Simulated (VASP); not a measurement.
# RbBr (I4/mmm) in VASP: a series of runs

The runs below take RbBr through single point, with LDA.

Everything below comes from runs of VASP 6.6.1. Logs are shortened: lines on timing, memory, paths and dates and some standing lists are left out, and cuts for length are marked.

## 1. The cell of the first run

Symmetry: I4/mmm, No. 139, tetragonal system. Conventional cell: a = 4.847 Å, b = 4.847 Å, c = 6.581 Å, α = 90.00°, β = 90.00°, γ = 90.00°. Rb (site symmetry 4/mmm) has 6 Br at 3.29 to 3.43 Å within 4.3 Å. Br (site symmetry 4/mmm) has 6 Rb at 3.29 to 3.43 Å within 4.3 Å.

## 2. Single point, LDA (strain +0.000 along x and y, -0.040 along z)

File INCAR:

```
ALGO = Normal
EDIFF = 1E-6
ENCUT = 520
ISIF = 2
ISMEAR = 0
LASPH = True
LCHARG = False
LREAL = False
LWAVE = False
NBANDS = 15
NELM = 100
PREC = Accurate
SIGMA = 0.05
```

File KPOINTS:

```
k-points
0
Gamma
  6 6 6
```

File POSCAR:

```
RbBr
1.0
    0.0000000000      3.4275000000      3.2904000000
    3.4275000000      0.0000000000      3.2904000000
    3.4275000000      3.4275000000      0.0000000000
Rb Br
1 1
Direct
    0.0000000000      0.0000000000      0.0000000000
    0.5000000000      0.5000000000      0.5000000000
```

Potentials or basis: VASP PAW LDA potentials, release 64 (Rb_sv, Br).

Started as:

```bash
> cat potpaw_LDA.64/Rb_sv/POTCAR potpaw_LDA.64/Br/POTCAR > POTCAR
> mpirun -np 1 vasp_std > vasp.out
```

OUTCAR:

```text
EDIFF = 1E-6
   ENCUT = 520
   ISIF = 2
   ISMEAR = 0
   LASPH = True
   LREAL = False
   NELM = 100
   PREC = Accurate

 ion  position               nearest neighbor table
   1  0.000  0.000  0.000-   2 3.29   2 3.29   2 3.43   2 3.43   2 3.43   2 3.43
   2  0.500  0.500  0.500-   1 3.29   1 3.29   1 3.43   1 3.43   1 3.43   1 3.43

  LATTYP: Found a body centered tetragonal cell.
 ALAT       =     4.8472169850
 C/A-ratio  =     1.3576450199

  Lattice vectors:

 A1 = (   0.0000000000,  -3.4275000000,  -3.2904000000)
 A2 = (   0.0000000000,   3.4275000000,  -3.2904000000)
 A3 = (   3.4275000000,   0.0000000000,   3.2904000000)

Analysis of symmetry for initial positions (statically):
=====================================================================
 Subroutine PRICEL returns:
 Original cell was already a primitive cell.

 Routine SETGRP: Setting up the symmetry group for a
 body centered tetragonal supercell.

 Subroutine GETGRP returns: Found 16 space group operations
 (whereof 16 operations were pure point group operations)
 out of a pool of 16 trial point group operations.

The static configuration has the point symmetry D_4h.

Analysis of symmetry for dynamics (positions and initial velocities):
=====================================================================
 Subroutine PRICEL returns:
 Original cell was already a primitive cell.

 Routine SETGRP: Setting up the symmetry group for a
 body centered tetragonal supercell.

 Subroutine GETGRP returns: Found 16 space group operations
 (whereof 16 operations were pure point group operations)
 out of a pool of 16 trial point group operations.

The dynamic configuration has the point symmetry D_4h.

 Subroutine INISYM returns: Found 16 space group operations
 (whereof 16 operations are pure point group operations),
 and found     1 'primitive' translations

----------------------------------------------------------------------------------------

                                     Primitive cell

  volume of cell :      77.3096

  direct lattice vectors                    reciprocal lattice vectors
     0.000000000  3.427500000  3.290400000    -0.145878920  0.145878920  0.151957209
     3.427500000  0.000000000  3.290400000     0.145878920 -0.145878920  0.151957209
     3.427500000  3.427500000  0.000000000     0.145878920  0.145878920 -0.151957209

  length of vectors
     4.751261770  4.751261770  4.847216985     0.256227072  0.256227072  0.256227072

  position of ions in fractional coordinates (direct lattice)
     0.000000000  0.000000000  0.000000000
     0.500000000  0.500000000  0.500000000

  ion indices of the primitive-cell ions
   primitive index   ion index
                 1           1
                 2           2

----------------------------------------------------------------------------------------

 KPOINTS: k-points

Automatic generation of k-mesh.
 Grid dimensions read from file:
 generate k-points for:    6    6    6

 Generating k-lattice:

  Cartesian coordinates                     Fractional coordinates (reciprocal lattice)
    -0.024313153  0.024313153  0.025326201     0.166666667  0.000000000  0.000000000
     0.024313153 -0.024313153  0.025326201     0.000000000  0.166666667  0.000000000
     0.024313153  0.024313153 -0.025326201    -0.000000000 -0.000000000  0.166666667

  Length of vectors
     0.042704512  0.042704512  0.042704512

  Shift w.r.t. Gamma in fractional coordinates (k-lattice)
     0.000000000  0.000000000  0.000000000

 Subroutine IBZKPT returns following result:
 ===========================================

 Found     30 irreducible k-points:

 Following reciprocal coordinates:
            Coordinates               Weight
  0.000000  0.000000  0.000000      1.000000
  0.166667  0.000000  0.000000      8.000000
  0.333333  0.000000  0.000000      8.000000
  0.500000  0.000000  0.000000      4.000000
  0.166667  0.166667  0.000000      2.000000
  0.333333  0.166667  0.000000      8.000000
[... 16 lines left out ...]
  0.333333  0.000000  0.333333      4.000000
  0.500000 -0.000000  0.333333     16.000000
 [... further k-points ...]
   k-points           NKPTS =     30   k-points in BZ     NKDIM =     30   number of bands    NBANDS=     15
   number of dos      NEDOS =    301   number of ions     NIONS =      2
   total plane-waves  NPLWV =  46656
   dimension x,y,z NGX =    36 NGY =   36 NGZ =   36
   dimension x,y,z NGXF=    72 NGYF=   72 NGZF=   72
   ions per type =               1   1
   NGX,Y,Z   is equivalent  to a cutoff of  12.60, 12.60, 12.35 a.u.
   NGXF,Y,Z  is equivalent  to a cutoff of  25.19, 25.19, 24.69 a.u.
 SYSTEM =  unknown system
   PREC   = accura    normal or accurate (medium, high low for compatibility)
   ISTART =      0    job   : 0-new  1-cont  2-samecut
   ICHARG =      2    charge: 1-file 2-atom 10-const
   ISPIN  =      1    spin polarized calculation?
   LNONCOLLINEAR =      F non collinear calculations
   LSORBIT =      F    spin-orbit coupling
   LASPH  =      T    aspherical Exc in radial PAW
   ENCUT  =  520.0 eV  38.22 Ry    6.18 a.u.   8.83  8.83  9.01*2*pi/ulx,y,z
   NELM   =    100;   NELMIN=  2; NELMDL= -5     # of ELM steps
   EDIFF  = 0.1E-05   stopping-criterion for ELM
   LREAL  =      F    real-space projection
   EDIFFG = 0.1E-04   stopping-criterion for IOM
   NSW    =      0    number of steps for IOM
   IBRION =     -1    ionic relax: 0-MD 1-quasi-New 2-CG
   NFREE  =      0    steps in history (QN), initial steepest desc. (CG)
   ISIF   =      2    stress and relaxation
   ISYM   =      2    0-nonsym 1-usesym 2-fastsym
   POTIM  = 0.5000    time-step for ionic-motion
   TEBEG  =    0.0;   TEEND  =   0.0 temperature during run
   PSTRESS=    0.0 pullay stress
   NELECT =      16.0000    total number of electrons
   NUPDOWN=      -1.0000    fix difference up-down
   EMIN   =  10.00;   EMAX   =-10.00  energy-range for DOS
   EFERMI =   0.00;   METHOD = LEGACY
   ISMEAR =     0;   SIGMA  =   0.05  broadening in eV -4-tet -1-fermi 0-gaus
   EFERMI_NEDOS =   21; number of points for ismear=-14 and -15
   IALGO  =     38    algorithm
   IMIX   =      4    mixing-type and parameters
     AMIX     =   0.40;   BMIX     =  1.00
     AMIX_MAG =   1.60;   BMIX_MAG =  1.00
  volume/ion in A,a.u.               =      38.65       260.86
  Fermi-wavevector in a.u.,A,eV,Ry     =   0.968360  1.829936 12.758476  0.937722
  Thomas-Fermi vector in A             =   2.098323
   LORBIT       =      0    0 simple, 1 ext, 2 COOP (PROOUT), +10 PAW based schemes
   GGA     = CA    functional components
   LHFCALC =     F    Hartree Fock is set to
   AEXX    =    0.0000 exact exchange contribution
   IVDW    =     0    specifies the selected vdW correction
   LEPSILON=     F    determine dielectric tensor
   LRPA    =     F    only Hartree local field effects (RPA)
 non-spin polarized calculation
 Gauss-broadening in eV      SIGMA  =   0.05
  energy-cutoff  :      520.00
  volume of cell :       77.31
 maximum number of plane-waves:      2104
   NGX = 17   NGY = 17   NGZ = 17

 number of electron      16.0000001 magnetization

 Free energy of the ion-electron system (eV)
  ---------------------------------------------------
  ext. energy  EPLUGINS =         0.00000000
  ---------------------------------------------------
  free energy    TOTEN  =        -6.70325019 eV

  energy without entropy =       -6.70325019  energy(sigma->0) =       -6.70325019

 E-fermi :  -1.4373     XC(G=0):  -7.8964

 val. band max:       -1.7479221256   @ k =   0.0000   0.0000   0.0000
 cond. band min:       2.2597248682   @ k =   0.0000   0.0000   0.0000
 fundamental gap:      4.0076469937
 Fermi energy:        -1.4372682144

 k-point     1 :       0.0000    0.0000    0.0000
  band No.  band energies     occupation
      1     -25.9816      2.00000
      2     -14.0488      2.00000
      3     -10.1452      2.00000
      4     -10.1236      2.00000
      5     -10.1236      2.00000
      6      -1.8133      2.00000
      7      -1.8133      2.00000
      8      -1.7479      2.00000
      9       2.2597      0.00000
     10       5.1591      0.00000
     11       5.1591      0.00000
     12       5.4156      0.00000
     13       6.0991      0.00000
     14       6.3513      0.00000
     15       8.8546      0.00000

 k-point     2 :       0.1667    0.0000    0.0000
  band No.  band energies     occupation
      1     -25.9784      2.00000
      2     -14.0631      2.00000
      3     -10.1363      2.00000
      4     -10.1287      2.00000
      5     -10.1160      2.00000
      6      -2.1509      2.00000
      7      -1.9199      2.00000
      8      -1.8897      2.00000
      9       2.9506      0.00000
     10       5.0836      0.00000
     11       5.5158      0.00000
     12       5.6720      0.00000
     13       6.5249      0.00000
     14       6.8116      0.00000
     15       9.9280      0.00000

 k-point     3 :       0.3333    0.0000    0.0000
  band No.  band energies     occupation
      1     -25.9720      2.00000
      2     -14.0913      2.00000
      3     -10.1387      2.00000
      4     -10.1363      2.00000
      5     -10.0830      2.00000
      6      -2.7013      2.00000
      7      -2.1170      2.00000
      8      -2.1120      2.00000
      9       4.2268      0.00000
     10       5.2847      0.00000
     11       6.5035      0.00000
     12       6.6010      0.00000
     13       7.5775      0.00000
     14       7.9393      0.00000
     15       9.7301      0.00000
[... 343 lines left out ...]
 k-point    23 :       0.3333    0.0000    0.3333
  band No.  band energies     occupation
      1     -25.9699      2.00000
      2     -14.0258      2.00000
      3     -10.2252      2.00000
      4     -10.2180      2.00000
      5     -10.1788      2.00000
      6      -2.4858      2.00000
      7      -1.9421      2.00000
      8      -1.8851      2.00000
      9       3.7677      0.00000
     10       4.3451      0.00000
     11       7.0113      0.00000
     12       7.6533      0.00000
     13       7.7112      0.00000
     14       7.8545      0.00000
     15       8.8891      0.00000

 k-point    24 :       0.5000   -0.0000    0.3333
  band No.  band energies     occupation
      1     -25.9668      2.00000
      2     -14.0194      2.00000
      3     -10.2994      2.00000
      4     -10.2059      2.00000
      5     -10.1793      2.00000
      6      -2.3972      2.00000
      7      -2.1203      2.00000
      8      -2.0068      2.00000
      9       3.9261      0.00000
     10       5.3222      0.00000
     11       6.8746      0.00000
     12       7.5683      0.00000
     13       7.6217      0.00000
     14       8.5598      0.00000
     15       9.0607      0.00000

 [... further k-points ...]
[... 5 lines left out ...]
  --------------------------------------------------------------------------------------
  -------------------------------------------------------------------------------------
  Total       -0.5061868     -0.5061868      0.2196945      0.0000000      0.0000000     -0.0000000
  in kB      -10.4902960    -10.4902960      4.5529836      0.0000000      0.0000000     -0.0000000
  external PRESSURE =      -5.4758695 kB  Pullay stress =       0.0000000 kB

 VOLUME and BASIS-vectors are now :
 -----------------------------------------------------------------------------
  energy-cutoff  :      520.00
  volume of cell :       77.31
      direct lattice vectors                 reciprocal lattice vectors
     0.000000000  3.427500000  3.290400000    -0.145878920  0.145878920  0.151957209
     3.427500000  0.000000000  3.290400000     0.145878920 -0.145878920  0.151957209
     3.427500000  3.427500000  0.000000000     0.145878920  0.145878920 -0.151957209

 POSITION                                       TOTAL-FORCE (eV/Angst)
 -----------------------------------------------------------------------------------
      0.00000      0.00000      0.00000         0.000000     -0.000000      0.000000
      3.42750      3.42750      3.29040        -0.000000      0.000000      0.000000
 -----------------------------------------------------------------------------------
    total drift:                                0.000000      0.000000      0.000000

  FREE ENERGIE OF THE ION-ELECTRON SYSTEM (eV)
  ---------------------------------------------------
  free  energy   TOTEN  =        -6.7032501941 eV

  energy  without entropy=       -6.7032501941  energy(sigma->0) =       -6.70325019
```

It took 11 s on 1 thread of Intel Xeon 6975P-C (Granite Rapids), shared host; peak memory 0.18 GiB.

Results:

* Free energy: -6.7033 eV
* Pressure: -0.5 GPa
* Band gap on the k mesh: 4.01 eV, direct

Stress tensor (GPa, compression positive):
```
-1.05  0.00  0.00
 0.00 -1.05  0.00
 0.00  0.00  0.46
```

Levels at points of the mesh, in eV from the valence-band top:
| k point | band 6 | band 7 | band 8 | band 9 | band 10 | band 11 |
| --- | --- | --- | --- | --- | --- | --- |
| (0.00, 0.00, 0.00) | -0.07 | -0.07 | 0.00 | 4.01 | 6.91 | 6.91 |
| (0.50, 0.00, 0.00) | -1.18 | -0.47 | -0.46 | 6.52 | 7.49 | 9.32 |
| (0.50, 0.50, 0.00) | -0.48 | -0.25 | -0.25 | 5.17 | 6.95 | 9.07 |
| (0.50, 0.00, 0.50) | -0.59 | -0.22 | -0.16 | 5.22 | 6.89 | 8.93 |

Caveat: the cell differs from its parent crystal (strain +0.000 along x and y, -0.040 along z).

## 3. Single point, LDA (strain -0.040 along x and y, +0.080 along z)

File INCAR:

```
ALGO = Normal ; EDIFF = 1E-6
ENCUT = 520 ; GGA = CA
ISIF = 2 ; ISMEAR = 0
LASPH = True ; LCHARG = False
LREAL = False ; LWAVE = False
NBANDS = 15 ; NELM = 100
PREC = Accurate ; SIGMA = 0.05
```

KPOINTS is that of step 2.

File POSCAR:

```
RbBr
1.0
    0.0000000000      3.2904000000      3.7017000000
    3.2904000000      0.0000000000      3.7017000000
    3.2904000000      3.2904000000      0.0000000000
Rb Br
1 1
Direct
    0.0000000000      0.0000000000      0.0000000000
    0.5000000000      0.5000000000      0.5000000000
```

Potentials or basis: VASP PAW LDA potentials, release 64 (Rb_sv, Br).

Started as:

```bash
> cat potpaw_LDA.64/Rb_sv/POTCAR potpaw_LDA.64/Br/POTCAR > POTCAR
> mpirun -np 1 vasp_std > vasp.out
```

Wall time 14 s (1 thread of Intel Xeon 6975P-C (Granite Rapids), shared host); peak memory 0.2 GiB.

Results (log left out):

```yaml
Free_energy: -6.6433 eV
Pressure: -0.5 GPa
Band_gap_on_the_k_mesh: 3.89 eV, direct
```

Stress tensor (GPa, compression positive):
```
 0.31  0.00  0.00
 0.00  0.31  0.00
 0.00  0.00 -2.26
```

Levels at points of the mesh, in eV from the valence-band top:
| k point | band 4 | band 5 | band 6 | band 7 | band 8 | band 9 | band 10 | band 11 | band 12 | band 13 |
| --- | --- | --- | --- | --- | --- | --- | --- | --- | --- | --- |
| (0.00, 0.00, 0.00) | -8.45 | -8.44 | -0.12 | 0.00 | 0.00 | 3.89 | 6.53 | 7.25 | 7.25 | 7.72 |
| (0.50, 0.00, 0.00) | -8.43 | -8.35 | -1.15 | -0.46 | -0.44 | 6.40 | 7.30 | 9.23 | 9.33 | 9.57 |
| (0.50, 0.50, 0.00) | -8.50 | -8.50 | -0.67 | -0.12 | -0.12 | 5.32 | 6.74 | 8.43 | 8.90 | 9.23 |
| (0.50, 0.00, 0.50) | -8.59 | -8.49 | -0.46 | -0.28 | -0.21 | 5.23 | 6.81 | 8.89 | 9.17 | 9.36 |

Caveat: the cell differs from its parent crystal (strain -0.040 along x and y, +0.080 along z).

## 4. Single point, LDA (strain +0.040 along x and y, -0.080 along z)

File INCAR:

```
SYSTEM = RbBr
PREC = Accurate
ENCUT = 520
EDIFF = 1E-6
ISMEAR = 0
SIGMA = 0.05
LREAL = .FALSE.
LASPH = .TRUE.
NELM = 60
ALGO = Normal
ISIF = 2
LWAVE = .FALSE.
LCHARG = .FALSE.
NBANDS = 15
```

File KPOINTS:

```
Automatic mesh
0
G
  6 6 6
  0 0 0
```

File POSCAR:

```
RbBr
1.0
    0.0000000000      3.5646000000      3.1533000000
    3.5646000000      0.0000000000      3.1533000000
    3.5646000000      3.5646000000      0.0000000000
Rb Br
1 1
Direct
    0.0000000000      0.0000000000      0.0000000000
    0.5000000000      0.5000000000      0.5000000000
```

Started as:

```bash
> cat potpaw_LDA.64/Rb_sv/POTCAR potpaw_LDA.64/Br/POTCAR > POTCAR
> mpirun -np 1 vasp_std > vasp.out
```

Wall time 15 s (1 thread of Intel Xeon 6975P-C (Granite Rapids), shared host); peak memory 0.19 GiB.

It converged, with:

```
Free energy            : -6.6120 eV
Pressure               : -0.3 GPa
Band gap on the k mesh : 3.77 eV, direct
```

Stress tensor (GPa, compression positive):
```
-1.90  0.00  0.00
 0.00 -1.90  0.00
 0.00  0.00  2.78
```

Levels at points of the mesh, in eV from the valence-band top:
```
           k point  band 5  band 6  band 7  band 8  band 9  band 10  band 11  band 12
(0.00, 0.00, 0.00)   -8.53   -0.21   -0.21    0.00    3.77     6.66     6.66     7.41
(0.50, 0.00, 0.00)   -8.42   -1.26   -0.58   -0.56    6.29     7.20     9.09     9.22
(0.50, 0.50, 0.00)   -8.64   -0.43   -0.43   -0.41    5.02     6.85     8.93     9.13
(0.50, 0.00, 0.50)   -8.57   -0.74   -0.33   -0.15    5.22     6.55     8.47     8.96
```

Caveat: the cell differs from its parent crystal (strain +0.040 along x and y, -0.080 along z).

## 5. Summary

| cell | gap on the mesh (eV) | pressure (GPa) |
| --- | --- | --- |
| a = 4.751, b = 4.751, c = 4.847 Å, angles 59.3, 59.3, 61.3°, 2 atoms | 4.01 | -0.5 |
| a = 4.953, b = 4.953, c = 4.653 Å, angles 62.0, 62.0, 56.0°, 2 atoms | 3.89 | -0.5 |
| a = 4.759, b = 4.759, c = 5.041 Å, angles 58.0, 58.0, 64.0°, 2 atoms | 3.77 | -0.3 |

Alike in all rows: task single point; level LDA; potentials or basis VASP PAW LDA potentials, release 64 (Rb_sv, Br); no spin polarisation; k mesh 6 × 6 × 6; cutoff (eV) 520; smearing gaussian 0.05 eV.

Total energies depend on the potentials used, so only differences within one code and one set of settings carry meaning.
